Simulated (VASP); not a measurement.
# Mo (Fm-3m) in VASP: single point with LDA

Aim: the single point of Mo with LDA.

All numbers are computed with VASP 6.6.1; they aren't measurements. Logs are shortened: lines on timing, memory, paths and dates and some standing lists are left out, and cuts for length are marked.

### Step 1. The cell of the first run

It takes space group Fm-3m (No. 225, cubic). Conventional cell: a = 4.030 Å, b = 4.030 Å, c = 4.030 Å, α = 90.00°, β = 90.00°, γ = 90.00°. Mo (site symmetry m-3m) has 12 Mo at 2.85 Å within 3.8 Å.

### Step 2. Single point, LDA

INCAR reads:

```
SYSTEM = Mo
PREC     = Accurate       ! precision mode
ENCUT    = 500            ! plane-wave cutoff, eV
EDIFF    = 1E-6           ! SCF threshold, eV
ISMEAR   = 0              ! smearing method
SIGMA    = 0.1            ! smearing width, eV
LREAL    = .False.        ! projectors in reciprocal space
LASPH    = .True.         ! aspherical terms in the spheres
NELM     = 120            ! most SCF steps
ALGO     = Normal         ! electronic algorithm
ISIF     = 2              ! what is computed and relaxed
LWAVE    = .False.        ! write WAVECAR
LCHARG   = .False.        ! write CHGCAR
GGA      = CA             ! functional
NBANDS   = 13             ! bands
GGA_COMPAT= .False.
```

KPOINTS reads:

```
Automatic mesh
0
Gamma
  8 8 8
  0 0 0
```

POSCAR reads:

```
Mo
1.0
    0.0000000000      2.0150000000      2.0150000000
    2.0150000000      0.0000000000      2.0150000000
    2.0150000000      2.0150000000      0.0000000000
Mo
1
Direct
    0.0000000000      0.0000000000      0.0000000000
```

Potentials or basis: VASP PAW LDA potentials, release 64 (Mo_sv).

On the command line:

```sh
> cat potpaw_LDA.64/Mo_sv/POTCAR > POTCAR
> mpirun -np 1 vasp_std > vasp.out
```

OUTCAR:

```text
SYSTEM = Mo
   PREC = Accurate
   ENCUT = 500
   EDIFF = 1E-6
   ISMEAR = 0
   LREAL = .False.
   LASPH = .True.
   NELM = 120
   ISIF = 2
   GGA = CA

 ion  position               nearest neighbor table
   1  0.000  0.000  0.000-

  LATTYP: Found a face centered cubic cell.
 ALAT       =     4.0300000000

  Lattice vectors:

 A1 = (   0.0000000000,   2.0150000000,   2.0150000000)
 A2 = (   2.0150000000,   0.0000000000,   2.0150000000)
 A3 = (   2.0150000000,   2.0150000000,   0.0000000000)

Analysis of symmetry for initial positions (statically):
=====================================================================
 Subroutine PRICEL returns:
 Original cell was already a primitive cell.

 Routine SETGRP: Setting up the symmetry group for a
 face centered cubic supercell.

 Subroutine GETGRP returns: Found 48 space group operations
 (whereof 48 operations were pure point group operations)
 out of a pool of 48 trial point group operations.

The static configuration has the point symmetry O_h .

Analysis of symmetry for dynamics (positions and initial velocities):
=====================================================================
 Subroutine PRICEL returns:
 Original cell was already a primitive cell.

 Routine SETGRP: Setting up the symmetry group for a
 face centered cubic supercell.

 Subroutine GETGRP returns: Found 48 space group operations
 (whereof 48 operations were pure point group operations)
 out of a pool of 48 trial point group operations.

The dynamic configuration has the point symmetry O_h .

 Subroutine INISYM returns: Found 48 space group operations
 (whereof 48 operations are pure point group operations),
 and found     1 'primitive' translations

----------------------------------------------------------------------------------------

                                     Primitive cell

  volume of cell :      16.3627

  direct lattice vectors                    reciprocal lattice vectors
     0.000000000  2.015000000  2.015000000    -0.248138958  0.248138958  0.248138958
     2.015000000  0.000000000  2.015000000     0.248138958 -0.248138958  0.248138958
     2.015000000  2.015000000  0.000000000     0.248138958  0.248138958 -0.248138958

  length of vectors
     2.849640328  2.849640328  2.849640328     0.429789282  0.429789282  0.429789282

  position of ions in fractional coordinates (direct lattice)
     0.000000000  0.000000000  0.000000000

  ion indices of the primitive-cell ions
   primitive index   ion index
                 1           1

----------------------------------------------------------------------------------------

 KPOINTS: Automatic mesh

Automatic generation of k-mesh.
 Grid dimensions read from file:
 generate k-points for:    8    8    8

 Generating k-lattice:

  Cartesian coordinates                     Fractional coordinates (reciprocal lattice)
    -0.031017370  0.031017370  0.031017370     0.125000000  0.000000000  0.000000000
     0.031017370 -0.031017370  0.031017370     0.000000000  0.125000000  0.000000000
     0.031017370  0.031017370 -0.031017370     0.000000000  0.000000000  0.125000000

  Length of vectors
     0.053723660  0.053723660  0.053723660

  Shift w.r.t. Gamma in fractional coordinates (k-lattice)
     0.000000000  0.000000000  0.000000000

 Subroutine IBZKPT returns following result:
 ===========================================

 Found     29 irreducible k-points:

 Following reciprocal coordinates:
            Coordinates               Weight
  0.000000  0.000000  0.000000      1.000000
  0.125000  0.000000  0.000000      8.000000
  0.250000  0.000000  0.000000      8.000000
  0.375000  0.000000  0.000000      8.000000
  0.500000  0.000000  0.000000      4.000000
  0.125000  0.125000  0.000000      6.000000
[... 16 lines left out ...]
  0.500000  0.250000  0.125000     48.000000
 -0.375000  0.250000  0.125000     24.000000
 [... further k-points ...]
   k-points           NKPTS =     29   k-points in BZ     NKDIM =     29   number of bands    NBANDS=     13
   number of dos      NEDOS =    301   number of ions     NIONS =      1
   total plane-waves  NPLWV =  13824
   dimension x,y,z NGX =    24 NGY =   24 NGZ =   24
   dimension x,y,z NGXF=    48 NGYF=   48 NGZF=   48
   ions per type =               1
   NGX,Y,Z   is equivalent  to a cutoff of  14.00, 14.00, 14.00 a.u.
   NGXF,Y,Z  is equivalent  to a cutoff of  28.00, 28.00, 28.00 a.u.
 SYSTEM =  Mo
   PREC   = accura    normal or accurate (medium, high low for compatibility)
   ISTART =      0    job   : 0-new  1-cont  2-samecut
   ICHARG =      2    charge: 1-file 2-atom 10-const
   ISPIN  =      1    spin polarized calculation?
   LNONCOLLINEAR =      F non collinear calculations
   LSORBIT =      F    spin-orbit coupling
   LASPH  =      T    aspherical Exc in radial PAW
   ENCUT  =  500.0 eV  36.75 Ry    6.06 a.u.   5.20  5.20  5.20*2*pi/ulx,y,z
   NELM   =    120;   NELMIN=  2; NELMDL= -5     # of ELM steps
   EDIFF  = 0.1E-05   stopping-criterion for ELM
   LREAL  =      F    real-space projection
   EDIFFG = 0.1E-04   stopping-criterion for IOM
   NSW    =      0    number of steps for IOM
   IBRION =     -1    ionic relax: 0-MD 1-quasi-New 2-CG
   NFREE  =      0    steps in history (QN), initial steepest desc. (CG)
   ISIF   =      2    stress and relaxation
   ISYM   =      2    0-nonsym 1-usesym 2-fastsym
   POTIM  = 0.5000    time-step for ionic-motion
   TEBEG  =    0.0;   TEEND  =   0.0 temperature during run
   PSTRESS=    0.0 pullay stress
   NELECT =      14.0000    total number of electrons
   NUPDOWN=      -1.0000    fix difference up-down
   EMIN   =  10.00;   EMAX   =-10.00  energy-range for DOS
   EFERMI =   0.00;   METHOD = LEGACY
   ISMEAR =     0;   SIGMA  =   0.10  broadening in eV -4-tet -1-fermi 0-gaus
   EFERMI_NEDOS =   21; number of points for ismear=-14 and -15
   IALGO  =     38    algorithm
   IMIX   =      4    mixing-type and parameters
     AMIX     =   0.40;   BMIX     =  1.00
     AMIX_MAG =   1.60;   BMIX_MAG =  1.00
  volume/ion in A,a.u.               =      16.36       110.42
  Fermi-wavevector in a.u.,A,eV,Ry     =   1.554172  2.936960 32.864208  2.415451
  Thomas-Fermi vector in A             =   2.658297
   LORBIT       =      0    0 simple, 1 ext, 2 COOP (PROOUT), +10 PAW based schemes
   GGA     = CA    functional components
   LHFCALC =     F    Hartree Fock is set to
   AEXX    =    0.0000 exact exchange contribution
   IVDW    =     0    specifies the selected vdW correction
   LEPSILON=     F    determine dielectric tensor
   LRPA    =     F    only Hartree local field effects (RPA)
 non-spin polarized calculation
 Gauss-broadening in eV      SIGMA  =   0.10
  energy-cutoff  :      500.00
  volume of cell :       16.36
 maximum number of plane-waves:       428
 NGX is ok and might be reduce to    24
   NGX = 11   NGY = 11   NGZ = 11

 number of electron      14.0000001 magnetization

 Free energy of the ion-electron system (eV)
  ---------------------------------------------------
  ext. energy  EPLUGINS =         0.00000000
  ---------------------------------------------------
  free energy    TOTEN  =       -11.63850282 eV

  energy without entropy =      -11.62889268  energy(sigma->0) =      -11.63369775

 E-fermi :  11.2983     XC(G=0): -13.3321

 val. band max:       11.2849352008   @ k =  -0.3750   0.1250   0.0000
 cond. band min:      11.3033743556   @ k =  -0.1250   0.1250   0.0000
 fundamental gap:      0.0184391548
 Fermi energy:        11.2983352999

 k-point     1 :       0.0000    0.0000    0.0000
  band No.  band energies     occupation
      1     -49.0364      2.00000
      2     -22.5970      2.00000
      3     -22.5970      2.00000
      4     -22.5970      2.00000
      5       4.6629      2.00000
      6      10.6424      2.00000
      7      10.6424      2.00000
      8      10.6424      2.00000
      9      13.2185      0.00000
     10      13.2185      0.00000
     11      24.4383      0.00000
     12      29.5161      0.00000
     13      29.5161      0.00000

 k-point     2 :       0.1250    0.0000    0.0000
  band No.  band energies     occupation
      1     -49.0060      2.00000
      2     -22.7879      2.00000
      3     -22.6211      2.00000
      4     -22.6211      2.00000
      5       5.2614      2.00000
      6      10.2828      2.00000
      7      10.8884      2.00000
      8      10.8884      2.00000
      9      13.0496      0.00000
     10      13.0496      0.00000
     11      25.5202      0.00000
     12      27.5911      0.00000
     13      30.6004      0.00000

 k-point     3 :       0.2500    0.0000    0.0000
  band No.  band energies     occupation
      1     -48.9317      2.00000
      2     -23.2341      2.00000
      3     -22.6788      2.00000
      4     -22.6788      2.00000
      5       6.5079      2.00000
      6      10.0559      2.00000
      7      11.0223      1.99991
      8      11.0223      1.99991
      9      13.3411      0.00000
     10      13.3411      0.00000
     11      24.8584      0.00000
     12      27.5757      0.00000
     13      33.4276      0.00000

 k-point     4 :       0.3750    0.0000    0.0000
  band No.  band energies     occupation
      1     -48.8563      2.00000
      2     -23.6619      2.00000
      3     -22.7358      2.00000
      4     -22.7358      2.00000
      5       6.8981      2.00000
      6      10.6473      2.00000
      7      10.6473      2.00000
      8      11.5201      0.00171
      9      14.5417      0.00000
     10      14.5417      0.00000
     11      23.0839      0.00000
     12      25.6488      0.00000
     13      31.7462      0.00000

 k-point     5 :       0.5000    0.0000    0.0000
  band No.  band energies     occupation
      1     -48.8247      2.00000
      2     -23.8343      2.00000
      3     -22.7592      2.00000
      4     -22.7592      2.00000
      5       6.8218      2.00000
      6      10.4500      2.00000
      7      10.4500      2.00000
      8      12.8627      0.00000
      9      15.2499      0.00000
     10      15.2499      0.00000
     11      22.1029      0.00000
     12      24.1144      0.00000
     13      30.1319      0.00000
[... 257 lines left out ...]
 k-point    22 :       0.3750    0.2500    0.1250
  band No.  band energies     occupation
      1     -48.8761      2.00000
      2     -23.3375      2.00000
      3     -22.9098      2.00000
      4     -22.7552      2.00000
      5       7.6279      2.00000
      6       8.9340      2.00000
      7      10.4087      2.00000
      8      12.5488      0.00000
      9      12.5504      0.00000
     10      15.1465      0.00000
     11      26.1186      0.00000
     12      28.5349      0.00000
     13      29.4438      0.00000

 k-point    23 :       0.5000    0.2500    0.1250
  band No.  band energies     occupation
      1     -48.8154      2.00000
      2     -23.5672      2.00000
      3     -23.0462      2.00000
      4     -22.8255      2.00000
      5       8.1190      2.00000
      6       9.2843      2.00000
      7       9.9445      2.00000
      8      12.0862      0.00000
      9      14.1677      0.00000
     10      17.1105      0.00000
     11      23.6456      0.00000
     12      26.9967      0.00000
     13      27.7908      0.00000

 k-point    24 :      -0.3750    0.2500    0.1250
  band No.  band energies     occupation
      1     -48.7900      2.00000
      2     -23.6657      2.00000
      3     -23.0886      2.00000
      4     -22.8636      2.00000
      5       8.1153      2.00000
      6       9.0238      2.00000
      7      10.7266      2.00000
      8      11.7721      0.00000
      9      14.9336      0.00000
     10      18.6273      0.00000
     11      21.3278      0.00000
     12      26.5713      0.00000
     13      27.8380      0.00000

 [... further k-points ...]

------------------------ aborting loop because EDIFF is reached ----------------------------------------

  FORCE on cell =-STRESS in cart. coord.  units (eV):
  Direction    XX          YY          ZZ          XY          YZ          ZX
  --------------------------------------------------------------------------------------
  -------------------------------------------------------------------------------------
  Total       -1.5954289     -1.5954289     -1.5954289      0.0000000      0.0000000      0.0000000
  in kB     -156.2186487   -156.2186487   -156.2186487      0.0000000      0.0000000      0.0000000
  external PRESSURE =    -156.2186487 kB  Pullay stress =       0.0000000 kB

 VOLUME and BASIS-vectors are now :
 -----------------------------------------------------------------------------
  energy-cutoff  :      500.00
  volume of cell :       16.36
      direct lattice vectors                 reciprocal lattice vectors
     0.000000000  2.015000000  2.015000000    -0.248138958  0.248138958  0.248138958
     2.015000000  0.000000000  2.015000000     0.248138958 -0.248138958  0.248138958
     2.015000000  2.015000000  0.000000000     0.248138958  0.248138958 -0.248138958

 POSITION                                       TOTAL-FORCE (eV/Angst)
 -----------------------------------------------------------------------------------
      0.00000      0.00000      0.00000         0.000000     -0.000000     -0.000000
 -----------------------------------------------------------------------------------
    total drift:                               -0.000000      0.000000      0.000000

  FREE ENERGIE OF THE ION-ELECTRON SYSTEM (eV)
  ---------------------------------------------------
  free  energy   TOTEN  =       -11.6385028188 eV

  energy  without entropy=      -11.6288926759  energy(sigma->0) =      -11.63369775
```

It took 9.7 s on 1 thread of Intel Xeon 8259CL, shared host; peak memory 0.12 GiB.

Results:

| Item | Value |
| --- | --- |
| Free energy | -11.6385 eV |
| Pressure | -15.6 GPa |
| Band gap on the k mesh | zero (band 7 reaches 15.19 eV, above the bottom of band 8 at 10.64 eV) |

Levels at points of the mesh, in eV from the Fermi level:
```
           k point  band 5  band 6  band 7  band 8  band 9  band 10
(0.00, 0.00, 0.00)   -6.64   -0.66   -0.66   -0.66    1.92     1.92
(0.50, 0.00, 0.00)   -4.48   -0.85   -0.85    1.56    3.95     3.95
(0.50, 0.50, 0.00)   -4.80   -4.12    3.89    3.96    4.54     4.54
```
